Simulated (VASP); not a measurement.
# Ag (C2/m) in VASP: single point with PBEsol

Aim: the single point of Ag with PBEsol.

All numbers are computed with VASP 6.6.1; they aren't measurements. Logs are shortened: lines on timing, memory, paths and dates and some standing lists are left out, and cuts for length are marked.

## Step 1: The cell of the first run

Symmetry: C2/m, No. 12, monoclinic system. Conventional cell: a = 4.683 Å, b = 3.311 Å, c = 9.567 Å, α = 90.00°, β = 101.77°, γ = 90.00°. Within 3.1 Å of Ag (site symmetry m) lie 7 Ag at 2.37 to 2.87 Å. Within 3.8 Å of Ag (site symmetry m) lie 14 Ag at 2.87 to 3.31 Å.

## Step 2: Single point, PBEsol (the part above a cut slid along it)

Contents of INCAR:

```
PREC = Accurate ; ENCUT = 520
EDIFF = 1E-6 ; ISMEAR = 0
SIGMA = 0.15 ; LREAL = False
LASPH = True ; NELM = 60
ALGO = Fast ; ISIF = 2
LWAVE = False ; LCHARG = False
GGA = PS ; NBANDS = 30
```

Contents of KPOINTS:

```
Automatic mesh
0
Gamma
  17 17 5
```

Contents of POSCAR:

```
Ag
1.0
   -1.6556540000      1.6556540000     -1.6556540000
   -1.6556540000     -1.6556540000      1.6556540000
    0.0000000000      8.0024380436      5.2427939564
Ag
4
Direct
   -0.3646125000      0.3646125000      0.8750000000
    0.4479125000      0.5520875000      0.1250000000
   -0.1562625000      0.1562625000      0.3750000000
    0.2395625000      0.7604375000      0.6250000000
```

Potentials or basis: VASP PAW PBE potentials, release 64 (Ag).

On the command line:

```bash
$ cat potpaw_PBE.64/Ag/POTCAR > POTCAR
$ mpirun -np 1 vasp_std > vasp.out
```

OUTCAR:

```text
PREC = Accurate
   ENCUT = 520
   EDIFF = 1E-6
   ISMEAR = 0
   LREAL = False
   LASPH = True
   NELM = 60
   ISIF = 2
   GGA = PS

 ion  position               nearest neighbor table
   1  0.635  0.365  0.875-   2 2.37   4 2.87   4 2.87   4 3.31   4 3.31   2 3.47   2 3.47
   2  0.448  0.552  0.125-   1 2.37   3 2.87   3 2.87   3 3.31   3 3.31   1 3.47   1 3.47
   3  0.844  0.156  0.375-   2 2.87   4 2.87   2 2.87   4 2.87   4 3.31   2 3.31   2 3.31   4 3.31

   4  0.240  0.760  0.625-   3 2.87   1 2.87   3 2.87   1 2.87   3 3.31   1 3.31   1 3.31   3 3.31

  LATTYP: Found a base centered monoclinic cell.
 ALAT       =     4.6828966828
 B/A-ratio  =     0.7071067812
 C/A-ratio  =     2.0429485774
 COS(beta)  =    -0.2039698917

  Lattice vectors:

 A1 = (  -1.6556540000,  -1.6556540000,   1.6556540000)
 A2 = (   1.6556540000,  -1.6556540000,   1.6556540000)
 A3 = (   0.0000000000,   8.0024380436,   5.2427939564)

Analysis of symmetry for initial positions (statically):
=====================================================================
 Subroutine PRICEL returns:
 Original cell was already a primitive cell.

 Routine SETGRP: Setting up the symmetry group for a
 base centered monoclinic supercell.

 Subroutine GETGRP returns: Found  4 space group operations
 (whereof  2 operations were pure point group operations)
 out of a pool of  4 trial point group operations.

The static configuration has the point symmetry C_1h.
 The point group associated with its full space group is C_2h.

Analysis of symmetry for dynamics (positions and initial velocities):
=====================================================================
 Subroutine PRICEL returns:
 Original cell was already a primitive cell.

 Routine SETGRP: Setting up the symmetry group for a
 base centered monoclinic supercell.

 Subroutine GETGRP returns: Found  4 space group operations
 (whereof  2 operations were pure point group operations)
 out of a pool of  4 trial point group operations.

The dynamic configuration has the point symmetry C_1h.
 The point group associated with its full space group is C_2h.

 Subroutine INISYM returns: Found  4 space group operations
 (whereof  2 operations are pure point group operations),
 and found     1 'primitive' translations

----------------------------------------------------------------------------------------
[... 89 lines left out ...]
   ISTART =      0    job   : 0-new  1-cont  2-samecut
   ICHARG =      2    charge: 1-file 2-atom 10-const
   ISPIN  =      1    spin polarized calculation?
   LNONCOLLINEAR =      F non collinear calculations
   LSORBIT =      F    spin-orbit coupling
   LASPH  =      T    aspherical Exc in radial PAW
   ENCUT  =  520.0 eV  38.22 Ry    6.18 a.u.   5.33  5.33 17.79*2*pi/ulx,y,z
   NELM   =     60;   NELMIN=  2; NELMDL= -5     # of ELM steps
   EDIFF  = 0.1E-05   stopping-criterion for ELM
   LREAL  =      F    real-space projection
[... 7 lines left out ...]
   TEBEG  =    0.0;   TEEND  =   0.0 temperature during run
   PSTRESS=    0.0 pullay stress
   NELECT =      44.0000    total number of electrons
   NUPDOWN=      -1.0000    fix difference up-down
   EMIN   =  10.00;   EMAX   =-10.00  energy-range for DOS
   EFERMI =   0.00;   METHOD = LEGACY
   ISMEAR =     0;   SIGMA  =   0.15  broadening in eV -4-tet -1-fermi 0-gaus
   EFERMI_NEDOS =   21; number of points for ismear=-14 and -15
   IALGO  =     68    algorithm
   IMIX   =      4    mixing-type and parameters
     AMIX     =   0.40;   BMIX     =  1.00
     AMIX_MAG =   1.60;   BMIX_MAG =  1.00
  volume/ion in A,a.u.               =      18.15       122.51
  Fermi-wavevector in a.u.,A,eV,Ry     =   1.385318  2.617871 26.111022  1.919106
  Thomas-Fermi vector in A             =   2.509739
   LORBIT       =      0    0 simple, 1 ext, 2 COOP (PROOUT), +10 PAW based schemes
   GGA     = PS    functional components
   LHFCALC =     F    Hartree Fock is set to
   AEXX    =    0.0000 exact exchange contribution
   IVDW    =     0    specifies the selected vdW correction
   LEPSILON=     F    determine dielectric tensor
   LRPA    =     F    only Hartree local field effects (RPA)
 non-spin polarized calculation
 RMM-DIIS sequential band-by-band and
 Gauss-broadening in eV      SIGMA  =   0.15
  energy-cutoff  :      520.00
  volume of cell :       72.62
 maximum number of plane-waves:      1980
 NGX is ok and might be reduce to    24
   NGX = 11   NGY = 11   NGZ = 35

 number of electron      44.0000005 magnetization

 Free energy of the ion-electron system (eV)
  ---------------------------------------------------
  ext. energy  EPLUGINS =         0.00000000
  ---------------------------------------------------
  free energy    TOTEN  =       -12.37226350 eV

  energy without entropy =      -12.36214037  energy(sigma->0) =      -12.36720194

 E-fermi :   7.4058     XC(G=0): -12.0180

 val. band max:        7.4040116981   @ k =  -0.4118   0.4118   0.0000
 cond. band min:       7.4072186574   @ k =   0.0588   0.2353   0.4000
 fundamental gap:      0.0032069592
 Fermi energy:         7.4057759653

 k-point     1 :       0.0000    0.0000    0.0000
  band No.  band energies     occupation
      1       0.0210      2.00000
      2       1.1911      2.00000
      3       1.4090      2.00000
      4       1.7022      2.00000
      5       2.0078      2.00000
      6       2.1047      2.00000
[... 781 lines left out ...]
     29      20.3296      0.00000
     30      21.7080      0.00000

 [... further k-points ...]

------------------------ aborting loop because EDIFF is reached ----------------------------------------

  FORCE on cell =-STRESS in cart. coord.  units (eV):
  Direction    XX          YY          ZZ          XY          YZ          ZX
  --------------------------------------------------------------------------------------
  -------------------------------------------------------------------------------------
  Total       -3.7279525     -1.2394101      1.3199988      0.0000000      3.3247179      0.0000000
  in kB      -82.2530910    -27.3461934     29.1242936      0.0000000     73.3561715      0.0000000
  external PRESSURE =     -26.8249969 kB  Pullay stress =       0.0000000 kB

 VOLUME and BASIS-vectors are now :
 -----------------------------------------------------------------------------
  energy-cutoff  :      520.00
  volume of cell :       72.62
      direct lattice vectors                 reciprocal lattice vectors
    -1.655654000  1.655654000 -1.655654000    -0.301995465  0.119537355 -0.182458110
    -1.655654000 -1.655654000  1.655654000    -0.301995465 -0.119537355  0.182458110
     0.000000000  8.002438044  5.242793956     0.000000000  0.075498866  0.075498866

 POSITION                                       TOTAL-FORCE (eV/Angst)
 -----------------------------------------------------------------------------------
     -1.65565      7.45044      4.13913         0.000000     -1.537686     -2.317446
     -1.65565      0.82783      0.82783         0.000000      1.537686      2.317446
     -1.65565      4.13914      0.82783         0.000000      0.031924      0.032045
     -1.65565      4.13913      4.13914         0.000000     -0.031924     -0.032045
 -----------------------------------------------------------------------------------
    total drift:                               -0.000000      0.000000     -0.000000

  FREE ENERGIE OF THE ION-ELECTRON SYSTEM (eV)
  ---------------------------------------------------
  free  energy   TOTEN  =       -12.3722634990 eV

  energy  without entropy=      -12.3621403727  energy(sigma->0) =      -12.36720194
```

OSZICAR:

```text
N       E                     dE             d eps       ncg     rms          rms(c)
DAV:   1     0.289146579432E+03    0.28915E+03   -0.22916E+04 23220   0.146E+03
DAV:   2    -0.725095882337E+01   -0.29640E+03   -0.28100E+03 24150   0.330E+02
DAV:   3    -0.136054902163E+02   -0.63545E+01   -0.63178E+01 26588   0.548E+01
DAV:   4    -0.136309142988E+02   -0.25424E-01   -0.25420E-01 24792   0.336E+00
DAV:   5    -0.136311435013E+02   -0.22920E-03   -0.22920E-03 26784   0.345E-01    0.104E+01
RMM:   6    -0.124134662431E+02    0.12177E+01   -0.37454E+00 23221   0.128E+01    0.640E+00
RMM:   7    -0.123855177556E+02    0.27948E-01   -0.10265E-01 23713   0.195E+00    0.370E+00
RMM:   8    -0.123724381449E+02    0.13080E-01   -0.74964E-03 24543   0.653E-01    0.344E-01
RMM:   9    -0.123722431195E+02    0.19503E-03   -0.11654E-03 24988   0.214E-01    0.528E-02
RMM:  10    -0.123722619030E+02   -0.18783E-04   -0.18182E-04 25409   0.730E-02    0.470E-02
RMM:  11    -0.123722651197E+02   -0.32168E-05   -0.37230E-05 25330   0.420E-02    0.168E-02
RMM:  12    -0.123722633197E+02    0.18001E-05   -0.84509E-06 24294   0.180E-02    0.869E-03
RMM:  13    -0.123722634990E+02   -0.17928E-06   -0.20489E-06 17085   0.775E-03
   1 F= -.12372263E+02 E0= -.12367202E+02  d E =-.101231E-01
```

Run time: 5.6 min. Hardware: 1 thread of Intel Xeon 6975P-C (Granite Rapids), shared host; peak memory 0.66 GiB.

Results:

* Free energy: -12.3723 eV
* Pressure: -2.7 GPa
* Largest force: 2.781 eV/Å
* Band gap on the k mesh: zero (bands 22 and 23 overlap by 6.34 eV)

Forces in eV/Å, atoms in the order of the input:
```
Ag   0.000 -1.538 -2.317
Ag   0.000  1.538  2.317
Ag   0.000  0.032  0.032
Ag   0.000 -0.032 -0.032
```

Caveat: the cell differs from its parent crystal (the part above a cut slid along it); the stress differs along the axes, from -8 to 3 GPa; the PAW data sets were made with another functional, which shifts forces and pressure a little.
